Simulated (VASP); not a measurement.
Runs of VASP 6.6.1 on AgCl. The structure is that of space group P6_3/mmc (No. 194), or close to it. The cells are those of the table. 

```tsv
level	cell	gap on the mesh (eV)	pressure (GPa)
PBE	a = 4.520, b = 4.520, c = 5.722 Å, angles 90.0, 90.0, 120.0°, 4 atoms	1.36	1.1
r2SCAN	a = 4.474, b = 4.474, c = 5.665 Å, angles 90.0, 90.0, 120.0°, 4 atoms	1.75	1.2
r2SCAN	a = 4.564, b = 4.564, c = 5.779 Å, angles 90.0, 90.0, 120.0°, 4 atoms	1.79	(b)
r2SCAN	a = 4.427, b = 4.427, c = 5.606 Å, angles 90.0, 90.0, 120.0°, 4 atoms	(a)	2.8
r2SCAN	a = 4.520, b = 4.520, c = 5.722 Å, angles 90.0, 90.0, 120.0°, 4 atoms	1.77	-0.1
```

Alike in all rows: task single point; potentials or basis VASP PAW PBE potentials, release 64 (Ag, Cl); no spin polarisation; k mesh 6 × 6 × 4; cutoff (eV) 520; smearing gaussian 0.01 eV.

Q: Estimate the missing entries.

A: (a) 1.73; (b) -1.2.

Caveats: the PAW data sets were made with another functional, which shifts forces and pressure a little (some runs).

A k mesh can miss the band edges, and the runs leave out spin-orbit coupling on Ag.
